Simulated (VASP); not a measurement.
Wanted: the native input for a VASP 6.6.1 run.

```yaml
Task: single point
Functional: LDA
Potentials_or_basis: VASP PAW LDA potentials, release 64 (Sr_sv, C)
Cutoff: 520 eV
k_mesh: 9 × 9 × 9
Occupations: gaussian, width 0.05 eV
Spin: no spin polarisation
Dipole_correction: no
Further_INCAR_settings: ALGO = Normal; EDIFF = 1e-06; NBANDS = 16
```

The structure of SrC2 lies in POSCAR:

```
SrC2
1.0
    2.5173255999      1.4533786128      2.3989288842
   -2.5173255999      1.4533786128      2.3989288842
    0.0000000000     -2.9067572255      2.3989288843
Sr C
1 2
Direct
    0.0000000000      0.0000000000      0.0000000000
    0.5915580000      0.5915580000      0.5915580000
    0.4084420000      0.4084420000      0.4084420000
```

This cell differs from its parent crystal: strain +0.000 along x and y, +0.040 along z.

The input as run:

INCAR

```
SYSTEM = SrC2
ALGO     = Normal         ! electronic algorithm
EDIFF    = 1E-6           ! SCF threshold, eV
ENCUT    = 520            ! plane-wave cutoff, eV
GGA      = CA             ! functional
ISIF     = 2              ! what is computed and relaxed
ISMEAR   = 0              ! smearing method
LASPH    = .True.         ! aspherical terms in the spheres
LCHARG   = .True.         ! write CHGCAR
LELF     = .True.         ! ELF
LREAL    = .False.        ! projectors in reciprocal space
LVHAR    = .True.       
LWAVE    = .False.        ! write WAVECAR
NBANDS   = 16             ! bands
NELM     = 60             ! most SCF steps
PREC     = Accurate       ! precision mode
SIGMA    = 0.05           ! smearing width, eV
```

KPOINTS

```
k-points
0
Gamma
  9 9 9
  0 0 0
```

Potentials or basis: VASP PAW LDA potentials, release 64 (Sr_sv, C).

Command:

```bash
$ cat potpaw_LDA.64/Sr_sv/POTCAR potpaw_LDA.64/C/POTCAR > POTCAR
$ mpirun -np 1 vasp_std > vasp.out
```

It gave:

```json
{
  "Pressure": "-11.1 GPa",
  "Largest force": "3.355 eV/Å",
  "Band gap on the k mesh": "1.61 eV (least direct gap 2.27 eV)"
}
```

Caveat: the cell differs from its parent crystal (strain +0.000 along x and y, +0.040 along z); the cell stands under tension; an odd mesh through Γ misses points on the zone boundary, where band edges can lie; forces of over 1 eV/Å act on the atoms, so gaps and moduli don't describe the material at rest.

Wall time 69 s on 1 thread of AMD EPYC 7R13, with other jobs on the host, peak memory 0.16 GiB.
